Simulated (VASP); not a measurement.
# AlN (P6_3mc) in VASP: a series of runs

Runs on AlN. Level: LDA. Tasks: single point.

Everything below comes from runs of VASP 6.6.1. Logs are shortened: lines on timing, memory, paths and dates and some standing lists are left out, and cuts for length are marked.

### 1 The cell of the first run

It takes space group P6_3mc (No. 186, hexagonal). Conventional cell: a = 3.150 Å, b = 3.150 Å, c = 4.944 Å, α = 90.00°, β = 90.00°, γ = 120.00°. Within 2.5 Å of Al (site symmetry 3m) lie 4 N at 1.90 to 1.91 Å. N (site symmetry 3m) has 4 Al at 1.90 to 1.91 Å within 2.5 Å.

### 2 Single point, LDA

INCAR

```
SYSTEM = AlN
  PREC = Accurate
  ENCUT = 520
  EDIFF = 1E-7
  ISMEAR = 0
  SIGMA = 0.05
  LREAL = .FALSE.
  LASPH = .TRUE.
  NELM = 60
  ALGO = Normal
  ISIF = 2
  LWAVE = .FALSE.
  LCHARG = .TRUE.
  LELF = .TRUE.
  LVHAR = .TRUE.
  NBANDS = 16
```

KPOINTS

```
Automatic mesh
0
G
  9 9 6
  0 0 0
```

POSCAR

```
AlN
1.0
    3.1504000000      0.0000000000      0.0000000000
   -1.5752000000      2.7283264321      0.0000000000
    0.0000000000      0.0000000000      4.9435842660
Al N
2 2
Direct
    0.3333333333      0.6666666667     -0.0000813982
    0.6666666667      0.3333333333      0.4999186018
    0.3333333333      0.6666666667      0.3850813982
    0.6666666667      0.3333333333      0.8850813982
```

Potentials or basis: VASP PAW LDA potentials, release 64 (Al, N).

Run with:

```
$ cat potpaw_LDA.64/Al/POTCAR potpaw_LDA.64/N/POTCAR > POTCAR
$ mpirun -np 1 vasp_std > vasp.out
```

OUTCAR:

```text
SYSTEM = AlN
   PREC = Accurate
   ENCUT = 520
   EDIFF = 1E-7
   ISMEAR = 0
   LREAL = .FALSE.
   LASPH = .TRUE.
   NELM = 60
   ISIF = 2

 ion  position               nearest neighbor table
   1  0.333  0.667  1.000-   3 1.90   4 1.91   4 1.91   4 1.91   2 3.07   2 3.07   2 3.07   2 3.07
                             2 3.07   2 3.07
   2  0.667  0.333  0.500-   4 1.90   3 1.91   3 1.91   3 1.91   1 3.07   1 3.07   1 3.07   1 3.07
                             1 3.07   1 3.07
   3  0.333  0.667  0.385-   1 1.90   2 1.91   2 1.91   2 1.91
   4  0.667  0.333  0.885-   2 1.90   1 1.91   1 1.91   1 1.91

  LATTYP: Found a hexagonal cell.
 ALAT       =     3.1504000000
 C/A-ratio  =     1.5691925679

  Lattice vectors:

 A1 = (   3.1504000000,   0.0000000000,   0.0000000000)
 A2 = (  -1.5752000000,   2.7283264321,   0.0000000000)
 A3 = (   0.0000000000,   0.0000000000,   4.9435842660)

Analysis of symmetry for initial positions (statically):
=====================================================================
 Subroutine PRICEL returns:
 Original cell was already a primitive cell.

 Routine SETGRP: Setting up the symmetry group for a
 hexagonal supercell.

 Subroutine GETGRP returns: Found 12 space group operations
 (whereof  6 operations were pure point group operations)
 out of a pool of 24 trial point group operations.

The static configuration has the point symmetry C_3v.
 The point group associated with its full space group is C_6v.

Analysis of symmetry for dynamics (positions and initial velocities):
=====================================================================
 Subroutine PRICEL returns:
 Original cell was already a primitive cell.

 Routine SETGRP: Setting up the symmetry group for a
 hexagonal supercell.

 Subroutine GETGRP returns: Found 12 space group operations
 (whereof  6 operations were pure point group operations)
 out of a pool of 24 trial point group operations.

The dynamic configuration has the point symmetry C_3v.
 The point group associated with its full space group is C_6v.

 Subroutine INISYM returns: Found 12 space group operations
 (whereof  6 operations are pure point group operations),
 and found     1 'primitive' translations

----------------------------------------------------------------------------------------

                                     Primitive cell

  volume of cell :      42.4917

  direct lattice vectors                    reciprocal lattice vectors
     3.150400000  0.000000000  0.000000000     0.317420010  0.183262528  0.000000000
[... 90 lines left out ...]
   EDIFF  = 0.1E-06   stopping-criterion for ELM
   LREAL  =      F    real-space projection
   EDIFFG = 0.1E-05   stopping-criterion for IOM
   NSW    =      0    number of steps for IOM
   IBRION =     -1    ionic relax: 0-MD 1-quasi-New 2-CG
   NFREE  =      0    steps in history (QN), initial steepest desc. (CG)
   ISIF   =      2    stress and relaxation
   ISYM   =      2    0-nonsym 1-usesym 2-fastsym
   POTIM  = 0.5000    time-step for ionic-motion
   TEBEG  =    0.0;   TEEND  =   0.0 temperature during run
   PSTRESS=    0.0 pullay stress
   NELECT =      16.0000    total number of electrons
   NUPDOWN=      -1.0000    fix difference up-down
   EMIN   =  10.00;   EMAX   =-10.00  energy-range for DOS
   EFERMI =   0.00;   METHOD = LEGACY
   ISMEAR =     0;   SIGMA  =   0.05  broadening in eV -4-tet -1-fermi 0-gaus
   EFERMI_NEDOS =   21; number of points for ismear=-14 and -15
   IALGO  =     38    algorithm
   IMIX   =      4    mixing-type and parameters
     AMIX     =   0.40;   BMIX     =  1.00
     AMIX_MAG =   1.60;   BMIX_MAG =  1.00
  volume/ion in A,a.u.               =      10.62        71.69
  Fermi-wavevector in a.u.,A,eV,Ry     =   1.182171  2.233979 19.014515  1.397527
  Thomas-Fermi vector in A             =   2.318430
   LORBIT       =      0    0 simple, 1 ext, 2 COOP (PROOUT), +10 PAW based schemes
   GGA     = CA    functional components
   LHFCALC =     F    Hartree Fock is set to
   AEXX    =    0.0000 exact exchange contribution
   IVDW    =     0    specifies the selected vdW correction
   LEPSILON=     F    determine dielectric tensor
   LRPA    =     F    only Hartree local field effects (RPA)
 non-spin polarized calculation
 Gauss-broadening in eV      SIGMA  =   0.05
  energy-cutoff  :      520.00
  volume of cell :       42.49
 maximum number of plane-waves:      1164
 NGX is ok and might be reduce to    24
   NGX = 11   NGY = 11   NGZ = 19

 number of electron      16.0000004 magnetization

 Free energy of the ion-electron system (eV)
  ---------------------------------------------------
  ext. energy  EPLUGINS =         0.00000000
  ---------------------------------------------------
  free energy    TOTEN  =       -32.79527195 eV

  energy without entropy =      -32.79527195  energy(sigma->0) =      -32.79527195

 E-fermi :   6.0583     XC(G=0): -11.1704

 val. band max:        5.8432100945   @ k =   0.0000   0.0000   0.0000
 cond. band min:       9.8171066633   @ k =   0.0000   0.0000   0.0000
 fundamental gap:      3.9738965688
 Fermi energy:         6.0582569002

 k-point     1 :       0.0000    0.0000    0.0000
  band No.  band energies     occupation
      1      -9.2011      2.00000
      2      -6.9480      2.00000
      3      -0.1708      2.00000
      4       4.7661      2.00000
      5       4.7661      2.00000
      6       5.4753      2.00000
[... 433 lines left out ...]
      3       1.0134      2.00000
      4       1.5312      2.00000
      5       1.5312      2.00000
      6       3.1031      2.00000
[... 8 lines left out ...]
     15      18.4082      0.00000
     16      20.2584      0.00000

 [... further k-points ...]
[... 5 lines left out ...]
  --------------------------------------------------------------------------------------
  -------------------------------------------------------------------------------------
  Total       -2.5005805     -2.5005805     -0.9308364      0.0000000      0.0000000      0.0000000
  in kB      -94.2860533    -94.2860534    -35.0978061      0.0000000      0.0000000      0.0000000
  external PRESSURE =     -74.5566376 kB  Pullay stress =       0.0000000 kB

 VOLUME and BASIS-vectors are now :
 -----------------------------------------------------------------------------
  energy-cutoff  :      520.00
  volume of cell :       42.49
      direct lattice vectors                 reciprocal lattice vectors
     3.150400000  0.000000000  0.000000000     0.317420010  0.183262528  0.000000000
    -1.575200000  2.728326432  0.000000000     0.000000000  0.366525057  0.000000000
     0.000000000  0.000000000  4.943584266     0.000000000  0.000000000  0.202282382

 POSITION                                       TOTAL-FORCE (eV/Angst)
 -----------------------------------------------------------------------------------
     -0.00000      1.81888      4.94318         0.000000     -0.000000     -0.010157
      1.57520      0.90944      2.47139        -0.000000      0.000000     -0.010157
     -0.00000      1.81888      1.90368        -0.000000      0.000000      0.010157
      1.57520      0.90944      4.37547         0.000000      0.000000      0.010157
 -----------------------------------------------------------------------------------
    total drift:                               -0.000000     -0.000000     -0.000198

  FREE ENERGIE OF THE ION-ELECTRON SYSTEM (eV)
  ---------------------------------------------------
  free  energy   TOTEN  =       -32.7952719538 eV

  energy  without entropy=      -32.7952719538  energy(sigma->0) =      -32.79527195
```

Wall time 25 s (1 thread of Intel Xeon Platinum 8259CL at 2.50GHz (Skylake/Cascade Lake), shared host); peak memory 0.15 GiB.

What came out:

```yaml
Free_energy: -32.7953 eV
Pressure: -7.5 GPa
Largest_force: 0.010 eV/Å
Band_gap_on_the_k_mesh: 3.97 eV, direct
```

Forces on the atoms (eV/Å):
```
Al   0.000  0.000 -0.010
Al   0.000  0.000 -0.010
N    0.000  0.000  0.010
N    0.000  0.000  0.010
```

Levels at points of the mesh, in eV from the valence-band top:
```
           k point  band 6  band 7  band 8  band 9  band 10  band 11
(0.00, 0.00, 0.00)   -0.37   -0.37    0.00    3.97     6.10    10.36
(0.00, 0.00, 0.50)   -0.73   -0.73   -0.73    6.09     6.09     9.98
```

### 3 Single point, LDA

This run uses another cell than the first one, of 10.83 Å³/atom, 1.020 times its volume.

INCAR

```
PREC     = Accurate       # precision mode
ENCUT    = 520            # plane-wave cutoff, eV
EDIFF    = 1E-6           # SCF threshold, eV
ISMEAR   = 0              # smearing method
SIGMA    = 0.05           # smearing width, eV
LREAL    = False          # projectors in reciprocal space
LASPH    = True           # aspherical terms in the spheres
NELM     = 100            # most SCF steps
ALGO     = Normal         # electronic algorithm
ISIF     = 2              # what is computed and relaxed
LWAVE    = False          # write WAVECAR
LCHARG   = False          # write CHGCAR
GGA      = CA             # functional
NBANDS   = 16             # bands
```

KPOINTS

```
Automatic mesh
0
Gamma
  9 9 6
```

POSCAR

```
AlN
1.0
    3.1195000000      0.0000000000      0.0000000000
   -1.5597500000      2.7015662471      0.0000000000
    0.0000000000      0.0000000000      5.1413000000
Al N
2 2
Direct
    0.3333333333      0.6666666667      0.0038649142
    0.6666666667      0.3333333333      0.5038649142
    0.3333333333      0.6666666667      0.3811350858
    0.6666666667      0.3333333333      0.8811350858
```

Potentials or basis: VASP PAW LDA potentials, release 64 (Al, N).

Run with:

```
$ cat potpaw_LDA.64/Al/POTCAR potpaw_LDA.64/N/POTCAR > POTCAR
$ mpirun -np 1 vasp_std > vasp.out
```

Wall time 20 s (1 thread of Intel Xeon Platinum 8259CL at 2.50GHz (Skylake/Cascade Lake), shared host); peak memory 0.15 GiB.

Results (log left out):

| Property | Result |
| --- | --- |
| Free energy | -32.7434 eV |
| Pressure | -10.4 GPa |
| Largest force | 0.004 eV/Å |
| Band gap on the k mesh | 4.00 eV, direct |

Forces on the atoms (eV/Å):
```
Al   0.000  0.000  0.004
Al   0.000  0.000  0.004
N    0.000  0.000 -0.004
N    0.000  0.000 -0.004
```

Stress tensor (GPa, compression positive):
```
 -7.88   0.00   0.00
  0.00  -7.88   0.00
  0.00   0.00 -15.47
```

Levels at points of the mesh, in eV from the valence-band top:
| k point | band 5 | band 6 | band 7 | band 8 | band 9 | band 10 | band 11 | band 12 |
| --- | --- | --- | --- | --- | --- | --- | --- | --- |
| (0.00, 0.00, 0.00) | -0.57 | -0.03 | 0.00 | 0.00 | 4.00 | 6.64 | 10.13 | 11.10 |
| (0.00, 0.00, 0.50) | -0.29 | -0.29 | -0.29 | -0.29 | 6.32 | 6.32 | 9.86 | 9.86 |

### 4 Single point, LDA

This run uses another cell than the first one, of 10.83 Å³/atom, 1.020 times its volume.

INCAR

```
SYSTEM = AlN
  ALGO = Normal
  EDIFF = 1E-6
  ENCUT = 520
  ISIF = 2
  ISMEAR = 0
  LASPH = .TRUE.
  LCHARG = .FALSE.
  LREAL = .FALSE.
  LWAVE = .FALSE.
  NBANDS = 16
  NELM = 60
  PREC = Accurate
  SIGMA = 0.05
```

KPOINTS

```
k-points
0
G
  9 9 6
  0 0 0
```

POSCAR

```
AlN
1.0
    3.1813000000      0.0000000000      0.0000000000
   -1.5906500000      2.7550866171      0.0000000000
    0.0000000000      0.0000000000      4.9435842660
Al N
2 2
Direct
    0.3333333333      0.6666666667     -0.0008493159
    0.6666666667      0.3333333333      0.4991506841
    0.3333333333      0.6666666667      0.3858493159
    0.6666666667      0.3333333333      0.8858493159
```

Run with:

```
$ cat potpaw_LDA.64/Al/POTCAR potpaw_LDA.64/N/POTCAR > POTCAR
$ mpirun -np 1 vasp_std > vasp.out
```

Run time: 20 s. Hardware: 1 thread of Intel Xeon Platinum 8259CL at 2.50GHz (Skylake/Cascade Lake), shared host; peak memory 0.15 GiB.

The run converged. Its results:

- Free energy: -32.7349 eV
- Pressure: -11.0 GPa
- Largest force: 0.006 eV/Å
- Band gap on the k mesh: 3.76 eV, direct

Forces on the atoms (eV/Å):
```
Al   0.000  0.000 -0.006
Al   0.000  0.000 -0.006
N    0.000  0.000  0.006
N    0.000  0.000  0.006
```

Stress tensor (GPa, compression positive):
```
-13.83   0.00   0.00
  0.00 -13.83   0.00
  0.00   0.00  -5.39
```

Levels at points of the mesh, in eV from the valence-band top:
| k point | band 5 | band 6 | band 7 | band 8 | band 9 | band 10 | band 11 | band 12 |
| --- | --- | --- | --- | --- | --- | --- | --- | --- |
| (0.00, 0.00, 0.00) | -1.16 | -0.43 | -0.43 | 0.00 | 3.76 | 5.80 | 10.22 | 10.24 |
| (0.00, 0.00, 0.50) | -0.80 | -0.80 | -0.80 | -0.80 | 5.85 | 5.85 | 9.81 | 9.81 |

A k mesh can miss the band edges.

### 5 Overview

| cell | gap on the mesh (eV) | pressure (GPa) | largest force (eV/Å) |
| --- | --- | --- | --- |
| a = 3.150, b = 3.150, c = 4.944 Å, angles 90.0, 90.0, 120.0°, 4 atoms | 3.97 | -7.5 | 0.01 |
| a = 3.119, b = 3.119, c = 5.141 Å, angles 90.0, 90.0, 120.0°, 4 atoms | 4.00 | -10.4 | - |
| a = 3.181, b = 3.181, c = 4.944 Å, angles 90.0, 90.0, 120.0°, 4 atoms | 3.76 | -11.0 | 0.01 |

Alike in all rows: task single point; level LDA; potentials or basis VASP PAW LDA potentials, release 64 (Al, N); no spin polarisation; k mesh 9 × 9 × 6; cutoff (eV) 520; smearing gaussian 0.05 eV.

Total energies depend on the potentials used, so only differences within one code and one set of settings carry meaning.
